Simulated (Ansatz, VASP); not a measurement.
## Two plane-wave programs on SrTe

```
Sr Te
1.0
     0.00000    3.23500    3.23500
     3.23500    0.00000    3.23500
     3.23500    3.23500    0.00000
Sr Te
1 1
Direct
  0.50000 0.50000 0.50000
  0.00000 0.00000 0.00000
```

Alike in both runs: task single point; functional PBEsol; k mesh 6 × 6 × 6; occupations gaussian, width 0.05 eV; non-collinear spin, spin-orbit coupling.

```csv
,VASP,Ansatz
version,VASP 6.6.1,Ansatz 0.2.0
potentials or method,"VASP PAW PBE potentials, release 64 (Sr_sv, Te), cutoff 500 eV","plane waves, PAW"
valence electrons in the cell,16,26
```

|  | VASP | Ansatz | Ansatz less VASP |
| --- | --- | --- | --- |
| pressure (GPa) | 2.8 | 2.6 | -0.19 |
| net moment per atom (μB) | 0.00 | 0.00 | 0.000 |

VASP's potentials were made for PBE, not for PBEsol. VASP's potentials hold 16 valence electrons a cell and Ansatz's 26, so a difference there can come from the potentials and not from the codes.
